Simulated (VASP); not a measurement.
# O2 in VASP: a series of runs

Runs on O2. Level: r2SCAN. Tasks: single point, relaxation of the atoms.

All numbers are computed with VASP 6.6.1; they aren't measurements. Logs are shortened: lines on timing, memory, paths and dates and some standing lists are left out, and cuts for length are marked.

## Step 1: The cell of the first run

The cell holds a molecule in a box, 2 atoms: a = 9.000 Å, b = 9.500 Å, c = 10.000 Å, α = 90.00°, β = 90.00°, γ = 90.00°.

## Step 2: Single point, r2SCAN, collinear spin, ferromagnetic start

POSCAR

```
O
1.0
    9.0000000000      0.0000000000      0.0000000000
    0.0000000000      9.5000000000      0.0000000000
    0.0000000000      0.0000000000     10.0000000000
O
2
Direct
    0.5000000000      0.5000000000      0.4397289275
    0.5000000000      0.5000000000      0.5602710725
```

INCAR.step1

```
ALGO = Normal ; EDIFF = 1E-4
ENCUT = 520 ; GGA = PE
ISMEAR = -1 ; ISPIN = 2
LASPH = True ; LCHARG = False
LREAL = False ; LWAVE = True
MAGMOM = 1 1 ; NBANDS = 17
NELM = 150 ; PREC = Accurate
SIGMA = 0.02
```

INCAR.step2

```
ALGO = Normal ; EDIFF = 1E-6
ENCUT = 520 ; ISIF = 2
ISMEAR = -1 ; ISPIN = 2
ISTART = 1 ; LASPH = True
LCHARG = False ; LMIXTAU = True
LORBIT = 11 ; LREAL = False
LWAVE = False ; MAGMOM = 1 1
METAGGA = R2SCAN ; NBANDS = 17
NELM = 150 ; PREC = Accurate
SIGMA = 0.02
```

KPOINTS

```
k-points
0
Gamma
  1 1 1
```

Potentials or basis: VASP PAW PBE potentials, release 64 (O).

The run is started by

```
$ cat potpaw_PBE.64/O/POTCAR > POTCAR
$ cp INCAR.step1 INCAR
$ mpirun -np 1 vasp_gam > vasp.out
$ cp INCAR.step2 INCAR
$ mpirun -np 1 vasp_gam > vasp.out
```

OUTCAR:

```text
EDIFF = 1E-6
   ENCUT = 520
   ISIF = 2
   ISMEAR = -1
   ISPIN = 2
   ISTART = 1
   LASPH = True
   LORBIT = 11
   LREAL = False
   METAGGA = R2SCAN
   NELM = 150
   PREC = Accurate

 ion  position               nearest neighbor table
   1  0.500  0.500  0.440-   2 1.21
   2  0.500  0.500  0.560-   1 1.21

  LATTYP: Found a simple orthorhombic cell.
 ALAT       =     9.0000000000
 B/A-ratio  =     1.0555555556
 C/A-ratio  =     1.1111111111

  Lattice vectors:

 A1 = (   9.0000000000,   0.0000000000,   0.0000000000)
 A2 = (   0.0000000000,   9.5000000000,   0.0000000000)
 A3 = (   0.0000000000,   0.0000000000,  10.0000000000)

Analysis of symmetry for initial positions (statically):
=====================================================================
 Subroutine PRICEL returns:
 Original cell was already a primitive cell.

 Routine SETGRP: Setting up the symmetry group for a
 simple orthorhombic supercell.

 Subroutine GETGRP returns: Found  8 space group operations
 (whereof  8 operations were pure point group operations)
 out of a pool of  8 trial point group operations.

The static configuration has the point symmetry D_2h.

Analysis of symmetry for dynamics (positions and initial velocities):
=====================================================================
 Subroutine PRICEL returns:
 Original cell was already a primitive cell.

 Routine SETGRP: Setting up the symmetry group for a
 simple orthorhombic supercell.

 Subroutine GETGRP returns: Found  8 space group operations
 (whereof  8 operations were pure point group operations)
 out of a pool of  8 trial point group operations.

The dynamic configuration has the point symmetry D_2h.

Analysis of structural, dynamic, and magnetic symmetry:
=====================================================================
 Subroutine PRICEL returns:
 Original cell was already a primitive cell.

 Routine SETGRP: Setting up the symmetry group for a
 simple orthorhombic supercell.

 Subroutine GETGRP returns: Found  8 space group operations
 (whereof  8 operations were pure point group operations)
 out of a pool of  8 trial point group operations.

The overall configuration has the point symmetry D_2h.

 Subroutine INISYM returns: Found  8 space group operations
 (whereof  8 operations are pure point group operations),
 and found     1 'primitive' translations

----------------------------------------------------------------------------------------

                                     Primitive cell

  volume of cell :     855.0000

  direct lattice vectors                    reciprocal lattice vectors
     9.000000000  0.000000000  0.000000000     0.111111111  0.000000000  0.000000000
     0.000000000  9.500000000  0.000000000     0.000000000  0.105263158  0.000000000
     0.000000000  0.000000000 10.000000000     0.000000000  0.000000000  0.100000000

  length of vectors
     9.000000000  9.500000000 10.000000000     0.111111111  0.105263158  0.100000000

  position of ions in fractional coordinates (direct lattice)
     0.500000000  0.500000000  0.439728927
     0.500000000  0.500000000  0.560271073

  ion indices of the primitive-cell ions
   primitive index   ion index
                 1           1
                 2           2

----------------------------------------------------------------------------------------

 KPOINTS: k-points

Automatic generation of k-mesh.
 Grid dimensions read from file:
 generate k-points for:    1    1    1

 Generating k-lattice:

  Cartesian coordinates                     Fractional coordinates (reciprocal lattice)
     0.111111111  0.000000000  0.000000000     1.000000000  0.000000000  0.000000000
     0.000000000  0.105263158  0.000000000     0.000000000  1.000000000  0.000000000
     0.000000000  0.000000000  0.100000000     0.000000000  0.000000000  1.000000000

  Length of vectors
     0.111111111  0.105263158  0.100000000

  Shift w.r.t. Gamma in fractional coordinates (k-lattice)
     0.000000000  0.000000000  0.000000000

 Subroutine IBZKPT returns following result:
 ===========================================

 Found      1 irreducible k-points:

 Following reciprocal coordinates:
            Coordinates               Weight
  0.000000  0.000000  0.000000      1.000000
   k-points           NKPTS =      1   k-points in BZ     NKDIM =      1   number of bands    NBANDS=     17
   number of dos      NEDOS =    301   number of ions     NIONS =      2
   total plane-waves  NPLWV = 403200
   dimension x,y,z NGX =    70 NGY =   72 NGZ =   80
   dimension x,y,z NGXF=   140 NGYF=  144 NGZF=  160
   ions per type =               2
   NGX,Y,Z   is equivalent  to a cutoff of  12.93, 12.60, 13.30 a.u.
   NGXF,Y,Z  is equivalent  to a cutoff of  25.86, 25.20, 26.60 a.u.
 SYSTEM =  unknown system
   PREC   = accura    normal or accurate (medium, high low for compatibility)
   ISTART =      1    job   : 0-new  1-cont  2-samecut
   ICHARG =      0    charge: 1-file 2-atom 10-const
   ISPIN  =      2    spin polarized calculation?
   LNONCOLLINEAR =      F non collinear calculations
   LSORBIT =      F    spin-orbit coupling
   LASPH  =      T    aspherical Exc in radial PAW
   ENCUT  =  520.0 eV  38.22 Ry    6.18 a.u.  16.73 17.66 18.59*2*pi/ulx,y,z
   NELM   =    150;   NELMIN=  2; NELMDL=  0     # of ELM steps
   EDIFF  = 0.1E-05   stopping-criterion for ELM
   LREAL  =      F    real-space projection
   EDIFFG = 0.1E-04   stopping-criterion for IOM
   NSW    =      0    number of steps for IOM
   IBRION =     -1    ionic relax: 0-MD 1-quasi-New 2-CG
   NFREE  =      0    steps in history (QN), initial steepest desc. (CG)
   ISIF   =      2    stress and relaxation
   ISYM   =      2    0-nonsym 1-usesym 2-fastsym
   POTIM  = 0.5000    time-step for ionic-motion
   TEBEG  =    0.0;   TEEND  =   0.0 temperature during run
   PSTRESS=    0.0 pullay stress
   NELECT =      12.0000    total number of electrons
   NUPDOWN=      -1.0000    fix difference up-down
   EMIN   =  10.00;   EMAX   =-10.00  energy-range for DOS
   EFERMI =   0.00;   METHOD = LEGACY
   ISMEAR =    -1;   SIGMA  =   0.02  broadening in eV -4-tet -1-fermi 0-gaus
   EFERMI_NEDOS =   21; number of points for ismear=-14 and -15
   IALGO  =     38    algorithm
   IMIX   =      4    mixing-type and parameters
     AMIX     =   0.40;   BMIX     =  1.00
     AMIX_MAG =   1.60;   BMIX_MAG =  1.00
  volume/ion in A,a.u.               =     427.50      2884.91
  Fermi-wavevector in a.u.,A,eV,Ry     =   0.394893  0.746240  2.121703  0.155941
  Thomas-Fermi vector in A             =   1.339966
   LORBIT       =     11    0 simple, 1 ext, 2 COOP (PROOUT), +10 PAW based schemes
   METAGGA = R2SCAN    functional components
   LHFCALC =     F    Hartree Fock is set to
   AEXX    =    0.0000 exact exchange contribution
   IVDW    =     0    specifies the selected vdW correction
   LEPSILON=     F    determine dielectric tensor
   LRPA    =     F    only Hartree local field effects (RPA)
 spin polarized calculation
  energy-cutoff  :      520.00
  volume of cell :      855.00
 maximum number of plane-waves:     11510
 NGX is ok and might be reduce to    70
   NGX = 33   NGY = 35   NGZ = 37

 number of electron      12.0000002 magnetization       2.0000000

 Free energy of the ion-electron system (eV)
  ---------------------------------------------------
  ext. energy  EPLUGINS =         0.00000000
  ---------------------------------------------------
  free energy    TOTEN  =       -11.84866686 eV

  energy without entropy =      -11.84866686  energy(sigma->0) =      -11.84866686

 E-fermi :  -6.7775     XC(G=0):  -0.4340

 val. band max:       -7.2929704625   @ k =   0.0000   0.0000   0.0000
 cond. band min:      -3.8418389858   @ k =   0.0000   0.0000   0.0000
 fundamental gap:      3.4511314767
 Fermi energy:        -6.7774787112

 spin component 1

 k-point     1 :       0.0000    0.0000    0.0000
  band No.  band energies     occupation
      1     -34.5373      1.00000
      2     -21.7311      1.00000
      3     -14.1882      1.00000
      4     -14.1882      1.00000
      5     -13.8955      1.00000
      6      -7.2930      1.00000
[... 9 lines left out ...]
     16       3.1581      0.00000
     17       3.1618      0.00000
 Fermi energy:        -6.7774787112

 spin component 2

 k-point     1 :       0.0000    0.0000    0.0000
  band No.  band energies     occupation
      1     -33.1652      1.00000
      2     -19.2993      1.00000
      3     -12.7891      1.00000
      4     -11.6897      1.00000
      5     -11.6897      1.00000
      6      -3.8418      0.00000
[... 9 lines left out ...]
     16       3.2334      0.00000
     17       3.2365      0.00000

------------------------ aborting loop because EDIFF is reached ----------------------------------------

  FORCE on cell =-STRESS in cart. coord.  units (eV):
  Direction    XX          YY          ZZ          XY          YZ          ZX
  --------------------------------------------------------------------------------------
  -------------------------------------------------------------------------------------
  Total       -0.0767037     -0.0773024      1.6411904     -0.0000000      0.0000000      0.0000000
  in kB       -0.1437344     -0.1448564      3.0754129     -0.0000000      0.0000000      0.0000000
  external PRESSURE =       0.9289407 kB  Pullay stress =       0.0000000 kB

 VOLUME and BASIS-vectors are now :
 -----------------------------------------------------------------------------
  energy-cutoff  :      520.00
  volume of cell :      855.00
      direct lattice vectors                 reciprocal lattice vectors
     9.000000000  0.000000000  0.000000000     0.111111111  0.000000000  0.000000000
     0.000000000  9.500000000  0.000000000     0.000000000  0.105263158  0.000000000
     0.000000000  0.000000000 10.000000000     0.000000000  0.000000000  0.100000000

 POSITION                                       TOTAL-FORCE (eV/Angst)
 -----------------------------------------------------------------------------------
      4.50000      4.75000      4.39729         0.000000      0.000000     -1.443247
      4.50000      4.75000      5.60271         0.000000      0.000000      1.443247
 -----------------------------------------------------------------------------------
    total drift:                                0.000000      0.000000      0.000000

  FREE ENERGIE OF THE ION-ELECTRON SYSTEM (eV)
  ---------------------------------------------------
  free  energy   TOTEN  =       -11.8486668558 eV

  energy  without entropy=      -11.8486668557  energy(sigma->0) =      -11.84866686

 total charge

# of ion       s       p       d       tot
------------------------------------------
    1        1.615   3.329   0.000   4.944
    2        1.615   3.329   0.000   4.944
--------------------------------------------------
tot          3.230   6.659   0.000   9.888

 magnetization (x)

# of ion       s       p       d       tot
------------------------------------------
    1        0.015   0.816   0.000   0.831
    2        0.015   0.816   0.000   0.831
--------------------------------------------------
tot          0.029   1.632   0.000   1.661
```

Wall time 3.9 min (1 thread of Intel Xeon Platinum 8559C (Emerald Rapids), shared host); peak memory 1.3 GiB.

Results:

```
Free energy                                           : -11.8487 eV
Largest force                                         : 1.443 eV/Å
Gap between the frontier levels                       : 3.45 eV
Net moment                                            : 2.00 μB per cell
Site moments                                          : O +0.83 μB
Valence electrons inside the program's atomic spheres : O 4.94
```

Forces on the atoms (eV/Å):
```
O    0.000  0.000 -1.443
O    0.000  0.000  1.443
```

Caveat: the standard files for N, O and F lose accuracy on very short bonds; the PAW data sets were made with another functional, which shifts forces and pressure a little.

## Step 3: Relaxation of the atoms, r2SCAN, collinear spin, ferromagnetic start

POSCAR

```
O
1.0
    9.0000000000      0.0000000000      0.0000000000
    0.0000000000      9.5000000000      0.0000000000
    0.0000000000      0.0000000000     10.0000000000
O
2
Direct
    0.5000000000      0.5000000000      0.4385000000
    0.5000000000      0.5000000000      0.5615000000
```

INCAR.step1

```
SYSTEM = O
  PREC = Accurate
  ENCUT = 520
  ISMEAR = -1
  SIGMA = 0.02
  LREAL = .False.
  LASPH = .True.
  NELM = 150
  ISPIN = 2
  MAGMOM = 1 1
  GGA = PE
  ALGO = Normal
  EDIFF = 1E-4
  LWAVE = .True.
  LCHARG = .False.
```

INCAR.step2

```
SYSTEM = O
  PREC = Accurate
  ENCUT = 520
  EDIFF = 1E-6
  ISMEAR = -1
  SIGMA = 0.02
  LREAL = .False.
  LASPH = .True.
  NELM = 150
  ALGO = Normal
  ISIF = 2
  LWAVE = .False.
  LCHARG = .False.
  ISPIN = 2
  MAGMOM = 1 1
  LORBIT = 11
  METAGGA = R2SCAN
  LMIXTAU = .True.
  IBRION = 2
  NSW = 80
  EDIFFG = -0.02
  ISTART = 1
```

KPOINTS

```
Automatic mesh
0
Gamma
  1 1 1
  0 0 0
```

Potentials or basis: VASP PAW PBE potentials, release 64 (O).

The run is started by

```
$ cat potpaw_PBE.64/O/POTCAR > POTCAR
$ cp INCAR.step1 INCAR
$ mpirun -np 1 vasp_gam > vasp.out
$ cp INCAR.step2 INCAR
$ mpirun -np 1 vasp_gam > vasp.out
```

Run time: 24 min. Hardware: 1 thread of Intel Xeon 8259CL, shared host; peak memory 1.3 GiB.

Results (log left out):

```yaml
Free_energy: -11.8607 eV
Energy_gained_by_relaxing: 1.2 meV/atom
Ionic_steps: 3
Largest_force_after_relaxing: 0.010 eV/Å
Gap_between_the_frontier_levels: 3.44 eV
Net_moment: 2.00 μB per cell
Site_moments: O +0.83 μB
Valence_electrons_inside_the_program's_atomic_spheres: O 4.92
```

Forces on the atoms (eV/Å):
```
O    0.000  0.000 -0.010
O    0.000  0.000  0.010
```

Step by step:
```tsv
step	energy change (eV)	largest force (eV/Å)	pressure (GPa)
1	0.0000	0.5829	-0.06
2	0.1041	4.6417	0.32
3	-0.0024	0.0096	-0.01
```

Final structure:
```xyz
2
Lattice="9.0000 0.0000 0.0000 0.0000 9.5000 0.0000 0.0000 0.0000 10.0000" Properties=species:S:1:pos:R:3 pbc="T T T"
O     4.5000    4.7500    4.3888
O     4.5000    4.7500    5.6112
```

Levels at points of the mesh, in eV from the valence-band top:
Spin up:
| k point | band 5 | band 6 | band 7 | band 8 | band 9 | band 10 |
| --- | --- | --- | --- | --- | --- | --- |
| (0.00, 0.00, 0.00) | -6.41 | 0.00 | 0.00 | 7.47 | 8.80 | 8.95 |
Spin down:
```csv
k point,band 3,band 4,band 5,band 6,band 7,band 8
"(0.00, 0.00, 0.00)",-5.32,-4.10,-4.10,3.44,3.44,7.53
```

Caveat: the standard files for N, O and F lose accuracy on very short bonds; the PAW data sets were made with another functional, which shifts forces and pressure a little.
